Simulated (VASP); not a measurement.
# Sn in VASP: further runs

Runs on Sn. Level: r2SCAN. Tasks: single point.

Program: VASP 6.6.1. These are calculated values, not measurements. Logs are shortened: lines on timing, memory, paths and dates and some standing lists are left out, and cuts for length are marked.

**1. The cell of the first run**

The typed cell holds 1 atom: a = 3.328 Å, b = 3.328 Å, c = 3.328 Å, α = 119.25°, β = 119.25°, γ = 91.31°.

**2. Single point, r2SCAN**

Input file POSCAR:

```
Sn
1.0
   -1.6830267217      1.6831272887      2.3265102700
    1.6830267217     -1.6831272887      2.3265102700
    1.6830267217      1.6831272887     -2.3265102700
Sn
1
Direct
    0.0000000000      0.0000000000      0.0000000000
```

Input file INCAR.step1:

```
SYSTEM = Sn
  PREC = Accurate
  ENCUT = 520
  ISMEAR = -1
  SIGMA = 0.05
  LREAL = .False.
  LASPH = .True.
  NELM = 80
  NBANDS = 13
  GGA = PE
  ALGO = Normal
  EDIFF = 1E-4
  LWAVE = .True.
  LCHARG = .False.
```

Input file INCAR.step2:

```
SYSTEM = Sn
  PREC = Accurate
  ENCUT = 520
  EDIFF = 1E-7
  ISMEAR = -1
  SIGMA = 0.05
  LREAL = .False.
  LASPH = .True.
  NELM = 80
  ALGO = Normal
  ISIF = 2
  LWAVE = .False.
  LCHARG = .False.
  METAGGA = R2SCAN
  LMIXTAU = .True.
  NBANDS = 13
  ISTART = 1
```

Input file KPOINTS:

```
regular mesh
0
Gamma
  11 11 11
  0 0 0
```

Potentials or basis: VASP PAW PBE potentials, release 64 (Sn_d).

On the command line:

```console
> cat potpaw_PBE.64/Sn_d/POTCAR > POTCAR
> cp INCAR.step1 INCAR
> mpirun -np 1 vasp_std > vasp.out
> cp INCAR.step2 INCAR
> mpirun -np 1 vasp_std > vasp.out
```

OUTCAR:

```text
SYSTEM = Sn
   PREC = Accurate
   ENCUT = 520
   EDIFF = 1E-7
   ISMEAR = -1
   LREAL = .False.
   LASPH = .True.
   NELM = 80
   ISIF = 2
   METAGGA = R2SCAN
   ISTART = 1

 ion  position               nearest neighbor table
   1  0.000  0.000  0.000-

  LATTYP: Found a body centered orthorhombic cell.
 ALAT       =     3.3660534434
 B/A-ratio  =     1.0000597537
 C/A-ratio  =     1.3823370954

  Lattice vectors:

 A1 = (  -1.6830267217,   1.6831272887,   2.3265102700)
 A2 = (   1.6830267217,  -1.6831272887,   2.3265102700)
 A3 = (   1.6830267217,   1.6831272887,  -2.3265102700)

Analysis of symmetry for initial positions (statically):
=====================================================================
 Subroutine PRICEL returns:
 Original cell was already a primitive cell.

 Routine SETGRP: Setting up the symmetry group for a
 body centered orthorhombic supercell.

 Subroutine GETGRP returns: Found  8 space group operations
 (whereof  8 operations were pure point group operations)
 out of a pool of  8 trial point group operations.

The static configuration has the point symmetry D_2h.

Analysis of symmetry for dynamics (positions and initial velocities):
=====================================================================
 Subroutine PRICEL returns:
 Original cell was already a primitive cell.

 Routine SETGRP: Setting up the symmetry group for a
 body centered orthorhombic supercell.

 Subroutine GETGRP returns: Found  8 space group operations
 (whereof  8 operations were pure point group operations)
 out of a pool of  8 trial point group operations.

The dynamic configuration has the point symmetry D_2h.

 Subroutine INISYM returns: Found  8 space group operations
 (whereof  8 operations are pure point group operations),
 and found     1 'primitive' translations

----------------------------------------------------------------------------------------

                                     Primitive cell

  volume of cell :      26.3617

  direct lattice vectors                    reciprocal lattice vectors
    -1.683026722  1.683127289  2.326510270     0.000000000  0.297066065  0.214914160
     1.683026722 -1.683127289  2.326510270     0.297083815  0.000000000  0.214914160
     1.683026722  1.683127289 -2.326510270     0.297083815  0.297066065  0.000000000

  length of vectors
     3.328384962  3.328384962  3.328384962     0.366655619  0.366670001  0.420127409

  position of ions in fractional coordinates (direct lattice)
     0.000000000  0.000000000  0.000000000

  ion indices of the primitive-cell ions
   primitive index   ion index
                 1           1

----------------------------------------------------------------------------------------

 KPOINTS: regular mesh

Automatic generation of k-mesh.
 Grid dimensions read from file:
 generate k-points for:   11   11   11

 Generating k-lattice:

  Cartesian coordinates                     Fractional coordinates (reciprocal lattice)
     0.000000000  0.027006006  0.019537651     0.090909091  0.000000000 -0.000000000
     0.027007620  0.000000000  0.019537651     0.000000000  0.090909091 -0.000000000
     0.027007620  0.027006006  0.000000000     0.000000000  0.000000000  0.090909091

  Length of vectors
     0.033332329  0.033333636  0.038193401

  Shift w.r.t. Gamma in fractional coordinates (k-lattice)
     0.000000000  0.000000000  0.000000000

 Subroutine IBZKPT returns following result:
 ===========================================

 Found    216 irreducible k-points:

 Following reciprocal coordinates:
            Coordinates               Weight
  0.000000  0.000000  0.000000      1.000000
  0.090909  0.000000  0.000000      4.000000
  0.181818  0.000000  0.000000      4.000000
  0.272727  0.000000  0.000000      4.000000
  0.363636  0.000000  0.000000      4.000000
  0.454545  0.000000  0.000000      4.000000
[... 16 lines left out ...]
  0.454545  0.181818  0.000000      8.000000
 -0.454545  0.181818  0.000000      8.000000
 [... further k-points ...]
   k-points           NKPTS =    216   k-points in BZ     NKDIM =    216   number of bands    NBANDS=     13
   number of dos      NEDOS =    301   number of ions     NIONS =      1
   total plane-waves  NPLWV =  21952
   dimension x,y,z NGX =    28 NGY =   28 NGZ =   28
   dimension x,y,z NGXF=    56 NGYF=   56 NGZF=   56
   ions per type =               1
   NGX,Y,Z   is equivalent  to a cutoff of  13.99, 13.99, 13.99 a.u.
   NGXF,Y,Z  is equivalent  to a cutoff of  27.97, 27.97, 27.97 a.u.
 SYSTEM =  Sn
   PREC   = accura    normal or accurate (medium, high low for compatibility)
   ISTART =      1    job   : 0-new  1-cont  2-samecut
   ICHARG =      0    charge: 1-file 2-atom 10-const
   ISPIN  =      1    spin polarized calculation?
   LNONCOLLINEAR =      F non collinear calculations
   LSORBIT =      F    spin-orbit coupling
   LASPH  =      T    aspherical Exc in radial PAW
   ENCUT  =  520.0 eV  38.22 Ry    6.18 a.u.   6.19  6.19  6.19*2*pi/ulx,y,z
   NELM   =     80;   NELMIN=  2; NELMDL=  0     # of ELM steps
   EDIFF  = 0.1E-06   stopping-criterion for ELM
   LREAL  =      F    real-space projection
   EDIFFG = 0.1E-05   stopping-criterion for IOM
   NSW    =      0    number of steps for IOM
   IBRION =     -1    ionic relax: 0-MD 1-quasi-New 2-CG
   NFREE  =      0    steps in history (QN), initial steepest desc. (CG)
   ISIF   =      2    stress and relaxation
   ISYM   =      2    0-nonsym 1-usesym 2-fastsym
   POTIM  = 0.5000    time-step for ionic-motion
   TEBEG  =    0.0;   TEEND  =   0.0 temperature during run
   PSTRESS=    0.0 pullay stress
   NELECT =      14.0000    total number of electrons
   NUPDOWN=      -1.0000    fix difference up-down
   EMIN   =  10.00;   EMAX   =-10.00  energy-range for DOS
   EFERMI =   0.00;   METHOD = LEGACY
   ISMEAR =    -1;   SIGMA  =   0.05  broadening in eV -4-tet -1-fermi 0-gaus
   EFERMI_NEDOS =   21; number of points for ismear=-14 and -15
   IALGO  =     38    algorithm
   IMIX   =      4    mixing-type and parameters
     AMIX     =   0.40;   BMIX     =  1.00
     AMIX_MAG =   1.60;   BMIX_MAG =  1.00
  volume/ion in A,a.u.               =      26.36       177.90
  Fermi-wavevector in a.u.,A,eV,Ry     =   1.325745  2.505294 23.913582  1.757599
  Thomas-Fermi vector in A             =   2.455183
   LORBIT       =      0    0 simple, 1 ext, 2 COOP (PROOUT), +10 PAW based schemes
   METAGGA = R2SCAN    functional components
   LHFCALC =     F    Hartree Fock is set to
   AEXX    =    0.0000 exact exchange contribution
   IVDW    =     0    specifies the selected vdW correction
   LEPSILON=     F    determine dielectric tensor
   LRPA    =     F    only Hartree local field effects (RPA)
 non-spin polarized calculation
  energy-cutoff  :      520.00
  volume of cell :       26.36
 maximum number of plane-waves:       725
 NGX is ok and might be reduce to    28
   NGX = 13   NGY = 13   NGZ = 13

 number of electron      14.0000003 magnetization

 Free energy of the ion-electron system (eV)
  ---------------------------------------------------
  ext. energy  EPLUGINS =         0.00000000
  ---------------------------------------------------
  free energy    TOTEN  =       -24.50476044 eV

  energy without entropy =      -24.49977858  energy(sigma->0) =      -24.50226951

 E-fermi :   8.4678     XC(G=0): -11.4392

 val. band max:        8.4589895896   @ k =  -0.1818   0.3636   0.0000
 cond. band min:       8.4806359767   @ k =   0.4545   0.2727   0.0909
 fundamental gap:      0.0216463871
 Fermi energy:         8.4678198410

 k-point     1 :       0.0000    0.0000    0.0000
  band No.  band energies     occupation
      1     -13.8231      2.00000
      2     -13.8231      2.00000
      3     -13.8075      2.00000
      4     -13.7371      2.00000
      5     -13.7153      2.00000
      6      -3.4950      2.00000
      7      16.8930      0.00000
      8      16.9488      0.00000
      9      16.9503      0.00000
     10      19.7570      0.00000
     11      21.0078      0.00000
     12      21.0095      0.00000
     13      21.1381      0.00000

 k-point     2 :       0.0909    0.0000    0.0000
  band No.  band energies     occupation
      1     -13.8204      2.00000
      2     -13.8150      2.00000
      3     -13.8021      2.00000
      4     -13.7365      2.00000
      5     -13.7162      2.00000
      6      -3.3098      2.00000
      7      15.0447      0.00000
      8      16.6131      0.00000
      9      16.6403      0.00000
     10      19.1485      0.00000
     11      21.5420      0.00000
     12      21.5898      0.00000
     13      23.0494      0.00000

 k-point     3 :       0.1818    0.0000    0.0000
  band No.  band energies     occupation
      1     -13.8180      2.00000
      2     -13.8021      2.00000
      3     -13.7897      2.00000
      4     -13.7259      2.00000
      5     -13.7120      2.00000
      6      -2.7528      2.00000
      7      11.9029      0.00000
      8      15.9449      0.00000
      9      16.0914      0.00000
     10      18.9031      0.00000
     11      21.9659      0.00000
     12      22.2260      0.00000
     13      23.0115      0.00000

 k-point     4 :       0.2727    0.0000    0.0000
  band No.  band energies     occupation
      1     -13.8184      2.00000
      2     -13.8029      2.00000
      3     -13.7874      2.00000
      4     -13.6941      2.00000
      5     -13.6901      2.00000
      6      -1.8238      2.00000
      7       8.8460      0.00104
      8      15.3101      0.00000
      9      15.5734      0.00000
     10      18.8229      0.00000
     11      20.9126      0.00000
     12      21.1650      0.00000
     13      21.9538      0.00000

 k-point     5 :       0.3636    0.0000    0.0000
  band No.  band energies     occupation
      1     -13.8204      2.00000
      2     -13.8116      2.00000
      3     -13.7948      2.00000
      4     -13.6598      2.00000
      5     -13.6566      2.00000
      6      -0.5406      2.00000
      7       6.0980      2.00000
      8      14.8448      0.00000
      9      15.2029      0.00000
     10      18.9095      0.00000
     11      20.0757      0.00000
     12      20.2489      0.00000
     13      20.9045      0.00000
[... 257 lines left out ...]
 k-point    22 :       0.3636    0.1818    0.0000
  band No.  band energies     occupation
      1     -13.8246      2.00000
      2     -13.7845      2.00000
      3     -13.7595      2.00000
      4     -13.6674      2.00000
      5     -13.6621      2.00000
      6       1.1066      2.00000
      7       5.1404      2.00000
      8      10.2278      0.00000
      9      14.0617      0.00000
     10      17.2799      0.00000
     11      21.7748      0.00000
     12      22.4916      0.00000
     13      25.9934      0.00000

 k-point    23 :       0.4545    0.1818    0.0000
  band No.  band energies     occupation
      1     -13.8363      2.00000
      2     -13.7815      2.00000
      3     -13.7579      2.00000
      4     -13.6769      2.00000
      5     -13.6365      2.00000
      6       1.8697      2.00000
      7       4.1381      2.00000
      8      10.6685      0.00000
      9      13.3263      0.00000
     10      16.6705      0.00000
     11      22.2084      0.00000
     12      23.0305      0.00000
     13      25.2093      0.00000

 k-point    24 :      -0.4545    0.1818    0.0000
  band No.  band energies     occupation
      1     -13.8447      2.00000
      2     -13.7881      2.00000
      3     -13.7507      2.00000
      4     -13.6896      2.00000
      5     -13.6323      2.00000
      6       0.5605      2.00000
      7       5.9227      2.00000
      8      11.4452      0.00000
      9      12.9450      0.00000
     10      16.4022      0.00000
     11      22.1432      0.00000
     12      23.1436      0.00000
     13      24.2799      0.00000

 [... further k-points ...]

------------------------ aborting loop because EDIFF is reached ----------------------------------------

  FORCE on cell =-STRESS in cart. coord.  units (eV):
  Direction    XX          YY          ZZ          XY          YZ          ZX
  --------------------------------------------------------------------------------------
  -------------------------------------------------------------------------------------
  Total        0.3312839      0.3304806      0.3337156     -0.0000000      0.0000000      0.0000000
  in kB       20.1343664     20.0855423     20.2821578     -0.0000000      0.0000000      0.0000000
  external PRESSURE =      20.1673555 kB  Pullay stress =       0.0000000 kB

 VOLUME and BASIS-vectors are now :
 -----------------------------------------------------------------------------
  energy-cutoff  :      520.00
  volume of cell :       26.36
      direct lattice vectors                 reciprocal lattice vectors
    -1.683026722  1.683127289  2.326510270     0.000000000  0.297066065  0.214914160
     1.683026722 -1.683127289  2.326510270     0.297083815  0.000000000  0.214914160
     1.683026722  1.683127289 -2.326510270     0.297083815  0.297066065  0.000000000

 POSITION                                       TOTAL-FORCE (eV/Angst)
 -----------------------------------------------------------------------------------
      0.00000      0.00000      0.00000         0.000000      0.000000      0.000000
 -----------------------------------------------------------------------------------
    total drift:                                0.000000     -0.000000     -0.000000

  FREE ENERGIE OF THE ION-ELECTRON SYSTEM (eV)
  ---------------------------------------------------
  free  energy   TOTEN  =       -24.5047604432 eV

  energy  without entropy=      -24.4997785804  energy(sigma->0) =      -24.50226951
```

Run time: 6.2 min. Hardware: 1 thread of Intel Xeon 8259CL, shared host; peak memory 0.22 GiB.

Results:

```
Free energy            : -24.5048 eV
Pressure               : 2.0 GPa
Band gap on the k mesh : zero (bands 7 and 8 overlap by 10.46 eV)
```

Caveat: the PAW data sets were made with another functional, which shifts forces and pressure a little; spin-orbit coupling is left out, which moves the levels of the heavy elements.

**3. Single point, r2SCAN**

This run uses another cell than the first one, of 27.35 Å³/atom.

Input file POSCAR:

```
Sn
1.0
   -1.7093358001      1.7094201510      2.3401803350
    1.7093358001     -1.7094201510      2.3401803350
    1.7093358001      1.7094201510     -2.3401803350
Sn
1
Direct
    0.0000000000      0.0000000000      0.0000000000
```

Input file INCAR.step1:

```
PREC = Accurate ; ENCUT = 520
ISMEAR = -1 ; SIGMA = 0.05
LREAL = False ; LASPH = True
NELM = 60 ; NBANDS = 13
GGA = PE ; ALGO = Normal
EDIFF = 1E-4 ; LWAVE = True
LCHARG = False
```

Input file INCAR.step2:

```
PREC = Accurate ; ENCUT = 520
EDIFF = 1E-7 ; ISMEAR = -1
SIGMA = 0.05 ; LREAL = False
LASPH = True ; NELM = 60
ALGO = Normal ; ISIF = 2
LWAVE = False ; LCHARG = False
METAGGA = R2SCAN ; LMIXTAU = True
NBANDS = 13 ; ISTART = 1
```

Input file KPOINTS:

```
regular mesh
0
Gamma
  11 11 11
```

Potentials or basis: VASP PAW PBE potentials, release 64 (Sn_d).

On the command line:

```console
> cat potpaw_PBE.64/Sn_d/POTCAR > POTCAR
> cp INCAR.step1 INCAR
> mpirun -np 1 vasp_std > vasp.out
> cp INCAR.step2 INCAR
> mpirun -np 1 vasp_std > vasp.out
```

Run time: 6.8 min. Hardware: 1 thread of Intel Xeon 8259CL, shared host; peak memory 0.22 GiB.

It converged, with:

* Free energy: -24.5113 eV
* Pressure: 0.0 GPa
* Band gap on the k mesh: zero (bands 7 and 8 overlap by 10.04 eV)

Levels at points of the mesh, in eV from the Fermi level:
```csv
k point,band 5,band 6,band 7,band 8,band 9,band 10
"(0.00, 0.00, 0.00)",-22.16,-11.67,8.10,8.17,8.17,11.28
```

Caveat: the PAW data sets were made with another functional, which shifts forces and pressure a little; spin-orbit coupling is left out, which moves the levels of the heavy elements.
